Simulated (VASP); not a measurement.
Set up this calculation in VASP 6.6.1, as the native input.

| Item | Value |
| --- | --- |
| Task | single point |
| Functional | LDA |
| Potentials or basis | VASP PAW LDA potentials, release 64 (Ir) |
| Cutoff | 520 eV |
| k mesh | 22 × 22 × 22 |
| Occupations | gaussian, width 0.15 eV |
| Spin | no spin polarisation |
| Dipole correction | no |
| Further INCAR settings | ALGO = Normal; EDIFF = 1e-06; NBANDS = 10 |

The structure of Ir lies in POSCAR:

```
Ir
1.0
    0.0000000000      2.0930440188      1.5369222230
    2.0930440188      0.0000000000      1.5369222230
    2.0930440188      2.0930440188      0.0000000000
Ir
1
Direct
    0.0000000000      0.0000000000      0.0000000000
```

This cell differs from its parent crystal: volume 13.466 Å^3 an atom, c/a of the conventional cell 0.7343.

These files were run (other wordings do the same):

INCAR

```
SYSTEM = Ir
  ALGO = Normal
  EDIFF = 1E-6
  ENCUT = 520
  GGA = CA
  ISIF = 2
  ISMEAR = 0
  LASPH = .TRUE.
  LCHARG = .FALSE.
  LREAL = .FALSE.
  LWAVE = .FALSE.
  NBANDS = 10
  NELM = 60
  PREC = Accurate
  SIGMA = 0.15
```

KPOINTS

```
k-points
0
G
  22 22 22
  0 0 0
```

Potentials or basis: VASP PAW LDA potentials, release 64 (Ir).

Run with:

```console
$ cat potpaw_LDA.64/Ir/POTCAR > POTCAR
$ mpirun -np 1 vasp_std > vasp.out
```

Results of the run:

- Pressure: 28.3 GPa

Wall time 3.3 min on 1 thread of AMD EPYC 7R13 (shared host), peak memory 0.2 GiB.
